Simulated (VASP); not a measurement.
Input of a VASP 6.6.1 run:

File INCAR:

```
PREC = Accurate ; ENCUT = 520
EDIFF = 1E-6 ; ISMEAR = 0
SIGMA = 0.15 ; LREAL = F
LASPH = T ; NELM = 80
ALGO = Fast ; ISIF = 2
LWAVE = F ; LCHARG = F
GGA = PE ; NBANDS = 22
```

KPOINTS

```
regular mesh
0
Gamma
  18 18 10
```

Contents of POSCAR:

```
Rh
1.0
    2.6159000000      0.0000000000      0.0000000000
   -1.3079500000      2.2654358537      0.0000000000
    0.0000000000      0.0000000000      4.3150000000
Rh
2
Direct
    0.6666666667      0.3333333333      0.7500000000
    0.3333333333      0.6666666667      0.2500000000
```

Potentials or basis: VASP PAW PBE potentials, release 64 (Rh_pv).

Launch:

```console
$ cat potpaw_PBE.64/Rh_pv/POTCAR > POTCAR
$ mpirun -np 1 vasp_std > vasp.out
```

Q: Predict the band gap on the k mesh.

A: Zero (bands 15 and 16 overlap by 2.80 eV).

Q: What does it give for the pressure?

A: 32.3 GPa.

Stress tensor (GPa, compression positive):
```
34.96  0.00  0.00
 0.00 34.96  0.00
 0.00  0.00 26.93
```

Caveat: the cell stands under pressure.
